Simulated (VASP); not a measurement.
# NbSi (Fm-3m) in VASP: further runs

NbSi is run at these levels: PBEsol, r2SCAN0, r2SCANh, r2SCAN50; tasks: single point.

Program: VASP 6.6.1. These are calculated values, not measurements. Logs are shortened: lines on timing, memory, paths and dates and some standing lists are left out, and cuts for length are marked.

## Step 1: The cell of the first run

It takes space group Fm-3m (No. 225, cubic). The conventional cell has a = 5.148 Å, b = 5.148 Å, c = 5.148 Å, α = 90.00°, β = 90.00°, γ = 90.00°. Within 3.4 Å of Nb (site symmetry m-3m) lie 6 Si at 2.57 Å. Within 3.4 Å of Si (site symmetry m-3m) lie 6 Nb at 2.57 Å.

## Step 2: Single point, PBEsol, non-collinear spin, zero start, spin-orbit coupling

INCAR reads:

```
SYSTEM = NbSi
  PREC = Accurate
  ENCUT = 520
  EDIFF = 1E-6
  ISMEAR = -1
  SIGMA = 0.05
  LREAL = .False.
  LASPH = .True.
  NELM = 150
  ALGO = Normal
  ISIF = 2
  LWAVE = .False.
  LCHARG = .False.
  MAGMOM = 0 0 0 0 0 0
  LORBIT = 11
  LSORBIT = .True.
  GGA_COMPAT = .False.
  LORBMOM = .True.
  LMAXMIX = 4
  GGA = PS
  NBANDS = 29
```

KPOINTS reads:

```
regular mesh
0
Gamma
  9 9 9
  0 0 0
```

POSCAR reads:

```
NbSi
1.0
    0.0000000000      2.5738300000      2.5738300000
    2.5738300000      0.0000000000      2.5738300000
    2.5738300000      2.5738300000      0.0000000000
Nb Si
1 1
Direct
    0.0000000000      0.0000000000      0.0000000000
    0.5000000000      0.5000000000      0.5000000000
```

Potentials or basis: VASP PAW PBE potentials, release 64 (Nb_sv, Si).

Started as:

```console
cat potpaw_PBE.64/Nb_sv/POTCAR potpaw_PBE.64/Si/POTCAR > POTCAR
mpirun -np 1 vasp_ncl > vasp.out
```

OUTCAR:

```text
SYSTEM = NbSi
   PREC = Accurate
   ENCUT = 520
   EDIFF = 1E-6
   ISMEAR = -1
   LREAL = .False.
   LASPH = .True.
   NELM = 150
   ISIF = 2
   LORBIT = 11
   LSORBIT = .True.
   GGA = PS

 ion  position               nearest neighbor table
   1  0.000  0.000  0.000-   2 2.57   2 2.57   2 2.57   2 2.57   2 2.57   2 2.57
   2  0.500  0.500  0.500-   1 2.57   1 2.57   1 2.57   1 2.57   1 2.57   1 2.57

  LATTYP: Found a face centered cubic cell.
 ALAT       =     5.1476600000

  Lattice vectors:

 A1 = (   0.0000000000,   2.5738300000,   2.5738300000)
 A2 = (   2.5738300000,   0.0000000000,   2.5738300000)
 A3 = (   2.5738300000,   2.5738300000,   0.0000000000)

Analysis of symmetry for initial positions (statically):
=====================================================================
 Subroutine PRICEL returns:
 Original cell was already a primitive cell.

 Routine SETGRP: Setting up the symmetry group for a
 face centered cubic supercell.

 Subroutine GETGRP returns: Found 48 space group operations
 (whereof 48 operations were pure point group operations)
 out of a pool of 48 trial point group operations.

The static configuration has the point symmetry O_h .

Analysis of symmetry for dynamics (positions and initial velocities):
=====================================================================
 Subroutine PRICEL returns:
 Original cell was already a primitive cell.

 Routine SETGRP: Setting up the symmetry group for a
 face centered cubic supercell.

 Subroutine GETGRP returns: Found 48 space group operations
 (whereof 48 operations were pure point group operations)
 out of a pool of 48 trial point group operations.

The dynamic configuration has the point symmetry O_h .

Analysis of structural, dynamic, and magnetic symmetry:
=====================================================================
 Subroutine PRICEL returns:
 Original cell was already a primitive cell.

 Routine SETGRP: Setting up the symmetry group for a
 face centered cubic supercell.

 Subroutine GETGRP returns: Found 48 space group operations
 (whereof 48 operations were pure point group operations)
 out of a pool of 48 trial point group operations.

The overall configuration has the point symmetry O_h .

 Subroutine INISYM returns: Found 48 space group operations
 (whereof 48 operations are pure point group operations),
 and found     1 'primitive' translations

----------------------------------------------------------------------------------------

                                     Primitive cell

  volume of cell :      34.1012

  direct lattice vectors                    reciprocal lattice vectors
     0.000000000  2.573830000  2.573830000    -0.194263024  0.194263024  0.194263024
     2.573830000  0.000000000  2.573830000     0.194263024 -0.194263024  0.194263024
     2.573830000  2.573830000  0.000000000     0.194263024  0.194263024 -0.194263024

  length of vectors
     3.639945293  3.639945293  3.639945293     0.336473428  0.336473428  0.336473428

  position of ions in fractional coordinates (direct lattice)
     0.000000000  0.000000000  0.000000000
     0.500000000  0.500000000  0.500000000

  ion indices of the primitive-cell ions
   primitive index   ion index
                 1           1
                 2           2

----------------------------------------------------------------------------------------

 KPOINTS: regular mesh

Automatic generation of k-mesh.
 Grid dimensions read from file:
 generate k-points for:    9    9    9

 Generating k-lattice:

  Cartesian coordinates                     Fractional coordinates (reciprocal lattice)
    -0.021584780  0.021584780  0.021584780     0.111111111  0.000000000  0.000000000
     0.021584780 -0.021584780  0.021584780     0.000000000  0.111111111  0.000000000
     0.021584780  0.021584780 -0.021584780     0.000000000  0.000000000  0.111111111

  Length of vectors
     0.037385936  0.037385936  0.037385936

  Shift w.r.t. Gamma in fractional coordinates (k-lattice)
     0.000000000  0.000000000  0.000000000

 Subroutine IBZKPT returns following result:
 ===========================================

 Found     35 irreducible k-points:

 Following reciprocal coordinates:
            Coordinates               Weight
  0.000000  0.000000  0.000000      1.000000
  0.111111  0.000000  0.000000      8.000000
  0.222222  0.000000  0.000000      8.000000
  0.333333  0.000000  0.000000      8.000000
  0.444444  0.000000  0.000000      8.000000
  0.111111  0.111111  0.000000      6.000000
[... 41 lines left out ...]
   IBRION =     -1    ionic relax: 0-MD 1-quasi-New 2-CG
   NFREE  =      0    steps in history (QN), initial steepest desc. (CG)
   ISIF   =      2    stress and relaxation
   ISYM   =      2    0-nonsym 1-usesym 2-fastsym
   POTIM  = 0.5000    time-step for ionic-motion
   TEBEG  =    0.0;   TEEND  =   0.0 temperature during run
   PSTRESS=    0.0 pullay stress
   NELECT =      17.0000    total number of electrons
   NUPDOWN=      -1.0000    fix difference up-down
   EMIN   =  10.00;   EMAX   =-10.00  energy-range for DOS
   EFERMI =   0.00;   METHOD = LEGACY
   ISMEAR =    -1;   SIGMA  =   0.05  broadening in eV -4-tet -1-fermi 0-gaus
   EFERMI_NEDOS =   21; number of points for ismear=-14 and -15
   IALGO  =     38    algorithm
   IMIX   =      4    mixing-type and parameters
     AMIX     =   0.40;   BMIX     =  1.00
     AMIX_MAG =   1.60;   BMIX_MAG =  1.00
  volume/ion in A,a.u.               =      17.05       115.06
  Fermi-wavevector in a.u.,A,eV,Ry     =   1.298079  2.453015 22.925957  1.685010
  Thomas-Fermi vector in A             =   2.429431
   LORBIT       =     11    0 simple, 1 ext, 2 COOP (PROOUT), +10 PAW based schemes
   GGA     = PS    functional components
   LHFCALC =     F    Hartree Fock is set to
   AEXX    =    0.0000 exact exchange contribution
   IVDW    =     0    specifies the selected vdW correction
   LEPSILON=     F    determine dielectric tensor
   LRPA    =     F    only Hartree local field effects (RPA)
  energy-cutoff  :      520.00
  volume of cell :       34.10
 maximum number of plane-waves:      1882
   NGX = 13   NGY = 13   NGZ = 13

 number of electron      17.0000002 magnetization      -0.0000000      0.0000000      0.0000000

 number of electron      17.0000002 magnetization       0.0000000     -0.0000000     -0.0000000

 number of electron      17.0000002 magnetization       0.0000000      0.0000000      0.0000000

 Free energy of the ion-electron system (eV)
  ---------------------------------------------------
  ext. energy  EPLUGINS =         0.00000000
  ---------------------------------------------------
  free energy    TOTEN  =       -17.30986237 eV

  energy without entropy =      -17.29952022  energy(sigma->0) =      -17.30469129

 E-fermi :  10.1257     XC(G=0): -11.6969

 val. band max:       10.1243601732   @ k =   0.4444   0.2222   0.1111
 cond. band min:      10.1307576879   @ k =   0.4444   0.4444   0.0000
 fundamental gap:      0.0063975148
 Fermi energy:        10.1256945250

 k-point     1 :       0.0000    0.0000    0.0000
  band No.  band energies     occupation
      1     -45.0264      1.00000
      2     -45.0264      1.00000
      3     -22.4550      1.00000
      4     -22.4550      1.00000
      5     -20.3984      1.00000
      6     -20.3984      1.00000
[... 757 lines left out ...]
     28      16.9005      0.00000
     29      21.4216      0.00000

 [... further k-points ...]

------------------------ aborting loop because EDIFF is reached ----------------------------------------

  FORCE on cell =-STRESS in cart. coord.  units (eV):
  Direction    XX          YY          ZZ          XY          YZ          ZX
  --------------------------------------------------------------------------------------
  -------------------------------------------------------------------------------------
  Total       -0.9415929     -0.9415929     -0.9415929      0.0000000      0.0000000      0.0000000
  in kB      -44.2388846    -44.2388846    -44.2388846      0.0000000      0.0000000      0.0000000
  external PRESSURE =     -44.2388846 kB  Pullay stress =       0.0000000 kB

 VOLUME and BASIS-vectors are now :
 -----------------------------------------------------------------------------
  energy-cutoff  :      520.00
  volume of cell :       34.10
      direct lattice vectors                 reciprocal lattice vectors
     0.000000000  2.573830000  2.573830000    -0.194263024  0.194263024  0.194263024
     2.573830000  0.000000000  2.573830000     0.194263024 -0.194263024  0.194263024
     2.573830000  2.573830000  0.000000000     0.194263024  0.194263024 -0.194263024

 POSITION                                       TOTAL-FORCE (eV/Angst)
 -----------------------------------------------------------------------------------
      0.00000      0.00000      0.00000        -0.000000      0.000000      0.000000
      2.57383      2.57383      2.57383         0.000000     -0.000000     -0.000000
 -----------------------------------------------------------------------------------
    total drift:                               -0.000000      0.000000      0.000000

  FREE ENERGIE OF THE ION-ELECTRON SYSTEM (eV)
  ---------------------------------------------------
  free  energy   TOTEN  =       -17.3098623723 eV

  energy  without entropy=      -17.2995202162  energy(sigma->0) =      -17.30469129

 orbital moment (x)

 # of ion     p       d       tot
 ----------------------------------------
  1         0.000   0.000   0.000
  2        -0.000   0.000  -0.000
 ----------------------------------------
           -0.000   0.000   0.000

 orbital moment (y)

 # of ion     p       d       tot
 ----------------------------------------
  1        -0.000   0.000   0.000
  2         0.000   0.000   0.000
 ----------------------------------------
            0.000   0.000   0.000

 orbital moment (z)

 # of ion     p       d       tot
 ----------------------------------------
  1         0.000   0.000   0.000
  2         0.000   0.000   0.000
 ----------------------------------------
            0.000   0.000   0.000

 Spin-Orbit-Coupling matrix elements

 Ion:    1  E_soc:     -0.1721897
 l=   1
     0.0000000    -0.0268743    -0.0268743
    -0.0268743     0.0000000    -0.0268743
    -0.0268743    -0.0268743     0.0000000
 l=   2
     0.0000000    -0.0002858     0.0000000    -0.0002858    -0.0015382
    -0.0002858     0.0000000    -0.0011537    -0.0002858    -0.0003846
     0.0000000    -0.0011537     0.0000000    -0.0011537     0.0000000
    -0.0002858    -0.0002858    -0.0011537     0.0000000    -0.0003846
    -0.0015382    -0.0003846     0.0000000    -0.0003846     0.0000000
 l=   3
     0.0000000     0.0000000     0.0000000     0.0000000     0.0000000     0.0000000     0.0000000
     0.0000000     0.0000000     0.0000000     0.0000000     0.0000000     0.0000000     0.0000000
     0.0000000     0.0000000     0.0000000     0.0000000     0.0000000     0.0000000     0.0000000
     0.0000000     0.0000000     0.0000000     0.0000000     0.0000000     0.0000000     0.0000000
     0.0000000     0.0000000     0.0000000     0.0000000     0.0000000     0.0000000     0.0000000
     0.0000000     0.0000000     0.0000000     0.0000000     0.0000000     0.0000000     0.0000000
     0.0000000     0.0000000     0.0000000     0.0000000     0.0000000     0.0000000     0.0000000

 Ion:    2  E_soc:     -0.0007332
 l=   1
     0.0000000    -0.0001222    -0.0001222
    -0.0001222     0.0000000    -0.0001222
    -0.0001222    -0.0001222     0.0000000
 l=   2
     0.0000000     0.0000000     0.0000000     0.0000000     0.0000000
     0.0000000     0.0000000     0.0000000     0.0000000     0.0000000
     0.0000000     0.0000000     0.0000000     0.0000000     0.0000000
     0.0000000     0.0000000     0.0000000     0.0000000     0.0000000
     0.0000000     0.0000000     0.0000000     0.0000000     0.0000000
 l=   3
     0.0000000     0.0000000     0.0000000     0.0000000     0.0000000     0.0000000     0.0000000
     0.0000000     0.0000000     0.0000000     0.0000000     0.0000000     0.0000000     0.0000000
     0.0000000     0.0000000     0.0000000     0.0000000     0.0000000     0.0000000     0.0000000
     0.0000000     0.0000000     0.0000000     0.0000000     0.0000000     0.0000000     0.0000000
     0.0000000     0.0000000     0.0000000     0.0000000     0.0000000     0.0000000     0.0000000
     0.0000000     0.0000000     0.0000000     0.0000000     0.0000000     0.0000000     0.0000000
     0.0000000     0.0000000     0.0000000     0.0000000     0.0000000     0.0000000     0.0000000

 total charge

# of ion       s       p       d       tot
------------------------------------------
    1        2.144   5.997   2.546  10.686
    2        0.790   0.955   0.000   1.745
--------------------------------------------------
tot          2.933   6.952   2.546  12.431

 magnetization (x)

# of ion       s       p       d       tot
------------------------------------------
    1        0.000   0.000   0.000   0.000
    2       -0.000   0.000   0.000  -0.000
--------------------------------------------------
tot         -0.000   0.000   0.000  -0.000

 magnetization (y)

# of ion       s       p       d       tot
------------------------------------------
    1        0.000  -0.000  -0.000  -0.000
    2        0.000   0.000   0.000   0.000
--------------------------------------------------
tot          0.000   0.000  -0.000  -0.000

 magnetization (z)

# of ion       s       p       d       tot
------------------------------------------
    1       -0.000   0.000   0.000   0.000
    2       -0.000   0.000   0.000  -0.000
--------------------------------------------------
tot         -0.000   0.000   0.000   0.000
```

It took 2.8 min on 1 thread of AMD EPYC 7R13, shared host; peak memory 0.24 GiB.

What came out:

| Quantity | Value |
| --- | --- |
| Free energy | -17.3099 eV |
| Pressure | -4.4 GPa |
| Net moment | 0.00 μB per cell |
| Valence electrons inside the program's atomic spheres | Nb 10.69; Si 1.75 |

Moments on the atoms (μB; x, y, z):
```
Nb  0.00 0.00 0.00
Si  0.00 0.00 0.00
```

Caveat: the cell stands under tension; the PAW data sets were made with another functional, which shifts forces and pressure a little.

## Step 3: Single point, r2SCAN0

POSCAR is that of step 2.

INCAR.step1 reads:

```
  PREC = Accurate
  ENCUT = 520
  EDIFF = 1E-5
  ISMEAR = -1
  SIGMA = 0.05
  LREAL = F
  LASPH = T
  NELM = 60
  ALGO = Normal
  ISIF = 2
  LWAVE = T
  LCHARG = F
  GGA = PE
  NBANDS = 16
```

INCAR.step2 reads:

```
  PREC = Accurate
  ENCUT = 520
  EDIFF = 1E-6
  ISMEAR = -1
  SIGMA = 0.05
  LREAL = F
  LASPH = T
  NELM = 60
  ALGO = Normal
  ISIF = 2
  LWAVE = F
  LCHARG = F
  METAGGA = R2SCAN
  LHFCALC = T
  AEXX = 0.25
  LMIXTAU = T
  PRECFOCK = Normal
  ISTART = 1
  NBANDS = 16
```

KPOINTS reads:

```
regular mesh
0
Gamma
  5 5 5
```

Potentials or basis: VASP PAW PBE potentials, release 64 (Nb_sv, Si).

Started as:

```console
cat potpaw_PBE.64/Nb_sv/POTCAR potpaw_PBE.64/Si/POTCAR > POTCAR
cp INCAR.step1 INCAR
mpirun -np 1 vasp_std > vasp.out
cp INCAR.step2 INCAR
mpirun -np 1 vasp_std > vasp.out
```

Run time: 14 min. Hardware: 1 thread of Intel Xeon Platinum 8259CL at 2.50GHz (Skylake/Cascade Lake), shared host; peak memory 0.18 GiB.

Results (log left out):

- Free energy: -33.9573 eV
- Pressure: -4.6 GPa
- Band gap on the k mesh: zero (an odd number of electrons rules out a gap without spin polarisation)

Levels at points of the mesh, in eV from the Fermi level:
| k point | band 4 | band 5 | band 6 | band 7 | band 8 | band 9 | band 10 | band 11 | band 12 | band 13 |
| --- | --- | --- | --- | --- | --- | --- | --- | --- | --- | --- |
| (0.00, 0.00, 0.00) | -35.07 | -12.93 | -1.73 | -1.73 | -1.73 | -1.41 | -1.41 | 3.11 | 3.11 | 3.11 |

Caveat: the k points lie up to 0.42 Å⁻¹ apart, too coarse for converged energies and pressures of a metal; the PAW data sets were made with another functional, which shifts forces and pressure a little.

[end of part 1 of 2]

The gap in the log of VASP goes by the Fermi energy; the results here count the filled bands.